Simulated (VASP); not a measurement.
Here is a VASP 6.6.1 calculation.

Contents of INCAR:

```
SYSTEM = AgCl
PREC = Accurate ; ENCUT = 520
EDIFF = 1E-8 ; ISMEAR = -1
SIGMA = 0.02 ; LREAL = .False.
LASPH = .True. ; NELM = 80
ALGO = Normal ; ISIF = 2
LWAVE = .False. ; LCHARG = .False.
LEFG = .True. ; NBANDS = 16
```

The input KPOINTS:

```
Automatic mesh
0
Gamma
  8 8 8
  0 0 0
```

The input POSCAR:

```
AgCl
1.0
    0.0000000000      2.7356704056      2.7356704056
    2.7356704056      0.0000000000      2.7356704056
    2.7356704056      2.7356704056      0.0000000000
Ag Cl
1 1
Direct
    0.5000000000      0.5000000000      0.5000000000
    0.0000000000      0.0000000000      0.0000000000
```

Potentials or basis: VASP PAW LDA potentials, release 64 (Ag, Cl).

The run is started by

```console
$ cat potpaw_LDA.64/Ag/POTCAR potpaw_LDA.64/Cl/POTCAR > POTCAR
$ mpirun -np 1 vasp_std > vasp.out
```

Problem. Estimate the pressure.

Solution. -3.8 GPa.

Problem. What does it give for the band gap on the k mesh?

Solution. 0.64 eV, indirect (least direct gap 3.11 eV).

Caveat: without QUAD_EFG the Cq values of the log hold for a quadrupole moment of 1 mb, not for the nuclei. A k mesh can miss the band edges.
